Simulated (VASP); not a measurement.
# CdHg3O4 (Cmmm) in VASP: single point with PBE

Aim: the single point of CdHg3O4 with PBE.

Everything below comes from runs of VASP 6.6.1. Logs are shortened: lines on timing, memory, paths and dates and some standing lists are left out, and cuts for length are marked.

### Step 1. The cell of the first run

Symmetry: Cmmm, No. 65, orthorhombic system. The conventional cell has a = 6.755 Å, b = 10.267 Å, c = 3.402 Å, α = 90.00°, β = 90.00°, γ = 90.00°. Within 3.0 Å of Cd (site symmetry mmm) lie 6 O at 2.30 to 2.43 Å. Hg (site symmetry 2/m) has 6 O at 2.41 to 2.57 Å within 3.2 Å. Within 3.1 Å of Hg (site symmetry mmm) lie 6 O at 2.37 to 2.83 Å. O (site symmetry 2mm) has 4 Hg at 2.37 to 2.57 Å and 2 Cd at 2.43 Å within 3.1 Å. O (site symmetry m2m) has 1 Cd at 2.30 Å and 5 Hg at 2.41 to 2.83 Å within 3.0 Å.

### Step 2. Single point, PBE

INCAR reads:

```
SYSTEM = CdHg3O4
PREC = Accurate
ENCUT = 520
EDIFF = 1E-6
ISMEAR = 0
SIGMA = 0.1
LREAL = .False.
LASPH = .True.
NELM = 100
ALGO = Normal
ISIF = 2
LWAVE = .False.
LCHARG = .True.
GGA = PE
LELF = .True.
LVHAR = .True.
NBANDS = 46
```

KPOINTS reads:

```
Automatic mesh
0
Gamma
  8 8 12
  0 0 0
```

POSCAR reads:

```
CdHg3O4
1.0
    3.3777440402     -5.1336144667      0.0000000000
    3.3777440402      5.1336144667      0.0000000000
    0.0000000000      0.0000000000      3.4017300784
Cd Hg O
1 3 4
Direct
    0.0000000000      0.0000000000      0.5000000000
    0.0000000000      0.5000000000      0.0000000000
    0.5000000000      0.5000000000      0.5000000000
    0.5000000000      0.0000000000      0.0000000000
    0.7434259322      0.7434259322      0.0000000000
    0.7758646909      0.2241353091      0.5000000000
    0.2241353091      0.7758646909      0.5000000000
    0.2565740678      0.2565740678      0.0000000000
```

Potentials or basis: VASP PAW PBE potentials, release 64 (Cd, Hg, O).

On the command line:

```
$ cat potpaw_PBE.64/Cd/POTCAR potpaw_PBE.64/Hg/POTCAR potpaw_PBE.64/O/POTCAR > POTCAR
$ mpirun -np 1 vasp_std > vasp.out
```

OUTCAR:

```text
SYSTEM = CdHg3O4
   PREC = Accurate
   ENCUT = 520
   EDIFF = 1E-6
   ISMEAR = 0
   LREAL = .False.
   LASPH = .True.
   NELM = 100
   ISIF = 2
   GGA = PE

 ion  position               nearest neighbor table
   1  0.000  0.000  0.500-   6 2.30   7 2.30   5 2.43   8 2.43   5 2.43   8 2.43   3 3.38   3 3.38
                             4 3.51   2 3.51   4 3.51   2 3.51   2 3.51   4 3.51   4 3.51   2 3.51
   2  0.000  0.500  0.000-   6 2.41   7 2.41   6 2.41   7 2.41   5 2.57   8 2.57   4 3.38   4 3.38
                             3 3.51   3 3.51   1 3.51   1 3.51   1 3.51   3 3.51   3 3.51   1 3.51
   3  0.500  0.500  0.500-   5 2.37   8 2.37   5 2.37   8 2.37   7 2.83   6 2.83   1 3.38   1 3.38
                             4 3.51   2 3.51   4 3.51   4 3.51   4 3.51   2 3.51   2 3.51   2 3.51
   4  0.500  0.000  0.000-   6 2.41   7 2.41   6 2.41   7 2.41   5 2.57   8 2.57   2 3.38   2 3.38
                             3 3.51   1 3.51   3 3.51   3 3.51   3 3.51   1 3.51   1 3.51   1 3.51
   5  0.743  0.743  0.000-   3 2.37   3 2.37   1 2.43   1 2.43   2 2.57   4 2.57
   6  0.776  0.224  0.500-   1 2.30   2 2.41   4 2.41   2 2.41   4 2.41   3 2.83
   7  0.224  0.776  0.500-   1 2.30   2 2.41   4 2.41   2 2.41   4 2.41   3 2.83
   8  0.257  0.257  0.000-   3 2.37   3 2.37   1 2.43   1 2.43   2 2.57   4 2.57

  LATTYP: Found a base centered orthorhombic cell.
 ALAT       =     6.7554880804
 B/A-ratio  =     1.5198352526
 C/A-ratio  =     0.5035506003

  Lattice vectors:

 A1 = (   3.3777440402,  -5.1336144667,   0.0000000000)
 A2 = (   3.3777440402,   5.1336144667,   0.0000000000)
 A3 = (   0.0000000000,   0.0000000000,   3.4017300784)

Analysis of symmetry for initial positions (statically):
=====================================================================
 Subroutine PRICEL returns:
 Original cell was already a primitive cell.

 Routine SETGRP: Setting up the symmetry group for a
 base centered orthorhombic supercell.

 Subroutine GETGRP returns: Found  8 space group operations
 (whereof  8 operations were pure point group operations)
 out of a pool of  8 trial point group operations.

The static configuration has the point symmetry D_2h.

Analysis of symmetry for dynamics (positions and initial velocities):
=====================================================================
 Subroutine PRICEL returns:
 Original cell was already a primitive cell.

 Routine SETGRP: Setting up the symmetry group for a
 base centered orthorhombic supercell.

 Subroutine GETGRP returns: Found  8 space group operations
 (whereof  8 operations were pure point group operations)
 out of a pool of  8 trial point group operations.

The dynamic configuration has the point symmetry D_2h.

 Subroutine INISYM returns: Found  8 space group operations
 (whereof  8 operations are pure point group operations),
 and found     1 'primitive' translations

----------------------------------------------------------------------------------------

                                     Primitive cell

  volume of cell :     117.9722

  direct lattice vectors                    reciprocal lattice vectors
     3.377744040 -5.133614467  0.000000000     0.148027794 -0.097397263  0.000000000
     3.377744040  5.133614467  0.000000000     0.148027794  0.097397263  0.000000000
     0.000000000  0.000000000  3.401730078     0.000000000  0.000000000  0.293968062

  length of vectors
     6.145173089  6.145173089  3.401730078     0.177196091  0.177196091  0.293968062

  position of ions in fractional coordinates (direct lattice)
     0.000000000  0.000000000  0.500000000
     0.000000000  0.500000000  0.000000000
     0.500000000  0.500000000  0.500000000
     0.500000000  0.000000000  0.000000000
     0.743425932  0.743425932  0.000000000
     0.775864691  0.224135309  0.500000000
     0.224135309  0.775864691  0.500000000
     0.256574068  0.256574068  0.000000000

  ion indices of the primitive-cell ions
   primitive index   ion index
                 1           1
                 2           2
                 3           3
                 4           4
                 5           5
                 6           6
                 7           7
                 8           8

----------------------------------------------------------------------------------------

 KPOINTS: Automatic mesh

Automatic generation of k-mesh.
 Grid dimensions read from file:
 generate k-points for:    8    8   12

 Generating k-lattice:

  Cartesian coordinates                     Fractional coordinates (reciprocal lattice)
     0.018503474 -0.012174658  0.000000000     0.125000000  0.000000000  0.000000000
     0.018503474  0.012174658  0.000000000     0.000000000  0.125000000  0.000000000
     0.000000000  0.000000000  0.024497339     0.000000000  0.000000000  0.083333333

  Length of vectors
     0.022149511  0.022149511  0.024497339

  Shift w.r.t. Gamma in fractional coordinates (k-lattice)
     0.000000000  0.000000000  0.000000000

 Subroutine IBZKPT returns following result:
 ===========================================

 Found    147 irreducible k-points:

 Following reciprocal coordinates:
            Coordinates               Weight
  0.000000  0.000000  0.000000      1.000000
  0.125000  0.000000  0.000000      4.000000
  0.250000  0.000000  0.000000      4.000000
  0.375000  0.000000  0.000000      4.000000
  0.500000  0.000000  0.000000      2.000000
  0.125000  0.125000  0.000000      2.000000
[... 16 lines left out ...]
  0.125000  0.000000  0.083333      8.000000
  0.250000  0.000000  0.083333      8.000000
 [... further k-points ...]
   k-points           NKPTS =    147   k-points in BZ     NKDIM =    147   number of bands    NBANDS=     46
   number of dos      NEDOS =    301   number of ions     NIONS =      8
   total plane-waves  NPLWV =  64512
   dimension x,y,z NGX =    48 NGY =   48 NGZ =   28
   dimension x,y,z NGXF=    96 NGYF=   96 NGZF=   56
   ions per type =               1   3   4
   NGX,Y,Z   is equivalent  to a cutoff of  12.99, 12.99, 13.68 a.u.
   NGXF,Y,Z  is equivalent  to a cutoff of  25.97, 25.97, 27.37 a.u.
 SYSTEM =  CdHg3O4
   PREC   = accura    normal or accurate (medium, high low for compatibility)
   ISTART =      0    job   : 0-new  1-cont  2-samecut
   ICHARG =      2    charge: 1-file 2-atom 10-const
   ISPIN  =      1    spin polarized calculation?
   LNONCOLLINEAR =      F non collinear calculations
   LSORBIT =      F    spin-orbit coupling
   LASPH  =      T    aspherical Exc in radial PAW
   ENCUT  =  520.0 eV  38.22 Ry    6.18 a.u.  11.43 11.43  6.32*2*pi/ulx,y,z
   NELM   =    100;   NELMIN=  2; NELMDL= -5     # of ELM steps
   EDIFF  = 0.1E-05   stopping-criterion for ELM
   LREAL  =      F    real-space projection
   EDIFFG = 0.1E-04   stopping-criterion for IOM
   NSW    =      0    number of steps for IOM
   IBRION =     -1    ionic relax: 0-MD 1-quasi-New 2-CG
   NFREE  =      0    steps in history (QN), initial steepest desc. (CG)
   ISIF   =      2    stress and relaxation
   ISYM   =      2    0-nonsym 1-usesym 2-fastsym
   POTIM  = 0.5000    time-step for ionic-motion
   TEBEG  =    0.0;   TEEND  =   0.0 temperature during run
   PSTRESS=    0.0 pullay stress
   NELECT =      72.0000    total number of electrons
   NUPDOWN=      -1.0000    fix difference up-down
   EMIN   =  10.00;   EMAX   =-10.00  energy-range for DOS
   EFERMI =   0.00;   METHOD = LEGACY
   ISMEAR =     0;   SIGMA  =   0.10  broadening in eV -4-tet -1-fermi 0-gaus
   EFERMI_NEDOS =   21; number of points for ismear=-14 and -15
   IALGO  =     38    algorithm
   IMIX   =      4    mixing-type and parameters
     AMIX     =   0.40;   BMIX     =  1.00
     AMIX_MAG =   1.60;   BMIX_MAG =  1.00
  volume/ion in A,a.u.               =      14.75        99.51
  Fermi-wavevector in a.u.,A,eV,Ry     =   1.388649  2.624165 26.236729  1.928345
  Thomas-Fermi vector in A             =   2.512755
   LORBIT       =      0    0 simple, 1 ext, 2 COOP (PROOUT), +10 PAW based schemes
   GGA     = PE    functional components
   LHFCALC =     F    Hartree Fock is set to
   AEXX    =    0.0000 exact exchange contribution
   IVDW    =     0    specifies the selected vdW correction
   LEPSILON=     F    determine dielectric tensor
   LRPA    =     F    only Hartree local field effects (RPA)
 non-spin polarized calculation
 Gauss-broadening in eV      SIGMA  =   0.10
  energy-cutoff  :      520.00
  volume of cell :      117.97
 maximum number of plane-waves:      3201
 NGX is ok and might be reduce to    48
   NGX = 23   NGY = 23   NGZ = 13

 number of electron      71.9999980 magnetization

 Free energy of the ion-electron system (eV)
  ---------------------------------------------------
  ext. energy  EPLUGINS =         0.00000000
  ---------------------------------------------------
  free energy    TOTEN  =       -23.86967252 eV

  energy without entropy =      -23.86201366  energy(sigma->0) =      -23.86584309

 E-fermi :   1.9670     XC(G=0): -11.2269

 val. band max:        1.9606186360   @ k =  -0.2500   0.2500   0.0000
 cond. band min:       1.9817612812   @ k =  -0.1250   0.1250   0.0000
 fundamental gap:      0.0211426452
 Fermi energy:         1.9670386791

 k-point     1 :       0.0000    0.0000    0.0000
  band No.  band energies     occupation
      1     -15.5104      2.00000
      2     -14.9937      2.00000
      3     -14.9140      2.00000
      4     -14.7340      2.00000
      5      -5.5254      2.00000
      6      -5.3982      2.00000
[... 38 lines left out ...]
     45      12.7049      0.00000
     46      13.2247      0.00000

 k-point     2 :       0.1250    0.0000    0.0000
  band No.  band energies     occupation
      1     -15.4881      2.00000
      2     -14.9900      2.00000
      3     -14.9317      2.00000
      4     -14.7478      2.00000
      5      -5.4756      2.00000
      6      -5.3682      2.00000
[... 1070 lines left out ...]
 k-point    24 :       0.2500    0.0000    0.0833
  band No.  band energies     occupation
      1     -15.3992      2.00000
      2     -14.9872      2.00000
      3     -14.9652      2.00000
      4     -14.7797      2.00000
      5      -5.3142      2.00000
      6      -5.2680      2.00000
[... 38 lines left out ...]
     45      12.0037      0.00000
     46      12.9256      0.00000

 [... further k-points ...]

------------------------ aborting loop because EDIFF is reached ----------------------------------------

  FORCE on cell =-STRESS in cart. coord.  units (eV):
  Direction    XX          YY          ZZ          XY          YZ          ZX
  --------------------------------------------------------------------------------------
  -------------------------------------------------------------------------------------
  Total        0.7689991      0.5325881      0.7861331      0.0000000      0.0000000      0.0000000
  in kB       10.4437527      7.2330628     10.6764489      0.0000000      0.0000000      0.0000000
  external PRESSURE =       9.4510881 kB  Pullay stress =       0.0000000 kB

 VOLUME and BASIS-vectors are now :
 -----------------------------------------------------------------------------
  energy-cutoff  :      520.00
  volume of cell :      117.97
      direct lattice vectors                 reciprocal lattice vectors
     3.377744040 -5.133614467  0.000000000     0.148027794 -0.097397263  0.000000000
     3.377744040  5.133614467  0.000000000     0.148027794  0.097397263  0.000000000
     0.000000000  0.000000000  3.401730078     0.000000000  0.000000000  0.293968062

 POSITION                                       TOTAL-FORCE (eV/Angst)
 -----------------------------------------------------------------------------------
      0.00000      0.00000      1.70087         0.000000      0.000000      0.000000
      1.68887      2.56681      0.00000         0.000000      0.000000      0.000000
      3.37774      0.00000      1.70087         0.000000      0.000000      0.000000
      1.68887     -2.56681      0.00000         0.000000      0.000000      0.000000
      5.02221      0.00000      0.00000         0.025520      0.000000      0.000000
      3.37774     -2.83237      1.70087         0.000000      0.027957      0.000000
      3.37774      2.83237      1.70087         0.000000     -0.027957      0.000000
      1.73328      0.00000      0.00000        -0.025520      0.000000     -0.000000
 -----------------------------------------------------------------------------------
    total drift:                               -0.000000      0.000000      0.000000

  FREE ENERGIE OF THE ION-ELECTRON SYSTEM (eV)
  ---------------------------------------------------
  free  energy   TOTEN  =       -23.8696725202 eV

  energy  without entropy=      -23.8620136574  energy(sigma->0) =      -23.86584309
```

It took 9.1 min on 1 thread of Intel Xeon Platinum 8488C (Sapphire Rapids), shared host; peak memory 0.72 GiB.

Results:

* Free energy: -23.8697 eV
* Pressure: 0.9 GPa
* Largest force: 0.028 eV/Å
* Band gap on the k mesh: zero (bands 36 and 37 overlap by 0.28 eV)

Forces on the atoms (eV/Å):
```
Cd   0.000  0.000  0.000
Hg   0.000  0.000  0.000
Hg   0.000  0.000  0.000
Hg   0.000  0.000  0.000
O    0.026  0.000  0.000
O    0.000  0.028  0.000
O    0.000 -0.028  0.000
O   -0.026  0.000  0.000
```

Caveat: semilocal functionals underestimate gaps, so a narrow gap can read as zero; spin-orbit coupling is left out, which moves the levels of the heavy elements.
